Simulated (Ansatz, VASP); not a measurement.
# One calculation of Ru, two programs

The input INCAR:

```
PREC = Accurate
ENCUT = 520
EDIFF = 1E-6
ISMEAR = 0
SIGMA = 0.15
LREAL = False
LASPH = True
NELM = 100
ALGO = Fast
ISIF = 2
LWAVE = False
LCHARG = False
GGA = PS
NBANDS = 13
```

KPOINTS

```
regular mesh
0
Gamma
  24 24 24
```

The input POSCAR:

```
Ru
1.0
    0.0000000000      2.0216026726      1.7183622717
    2.0216026726      0.0000000000      1.7183622717
    2.0216026726      2.0216026726      0.0000000000
Ru
1
Direct
    0.0000000000      0.0000000000      0.0000000000
```

Input for Ansatz:

```yaml
crystal:
  lattice:
    - [0.0, 2.0216026726, 1.7183622717]
    - [2.0216026726, 0.0, 1.7183622717]
    - [2.0216026726, 2.0216026726, 0.0]
  atoms:
    - { symbol: Ru, position: [0.0, 0.0, 0.0] }
basis:
  ecutwfc: 420
kpoints:
  mp_grid: { grid: [24, 24, 24] }
hamiltonian:
  xc: pbesol
scf:
  occupations: { method: gaussian, width: 0.15 }
output:
  forces: true
  stress: true
  eigenvalues: true
```

Alike in both runs: task single point; functional PBEsol; k mesh 24 × 24 × 24; occupations gaussian, width 0.15 eV; no spin polarisation.

|  | VASP | Ansatz |
| --- | --- | --- |
| version | VASP 6.6.1 | Ansatz 0.2.0 |
| potentials or method | VASP PAW PBE potentials, release 64 (Ru_pv), cutoff 520 eV | scalar-relativistic, plane waves, PAW |
| valence electrons in the cell | 14 | 16 |

|  | VASP | Ansatz | Ansatz less VASP |
| --- | --- | --- | --- |
| gap on the k mesh at the Fermi level (eV) | none | none | - |
| pressure (GPa) | -11.6 | -11.4 | +0.16 |
| traceless stress, the component that is largest in VASP (GPa) | 24.97 | 25.00 | +0.035 |

VASP's potentials were made for PBE, not for PBEsol. A gap of «none» marks a metal or a gap that the smearing closes. The functional is the same, so the differences come from potentials, cutoffs and numerics. VASP's potentials hold 14 valence electrons a cell and Ansatz's 16, so a difference there can come from the potentials and not from the codes.
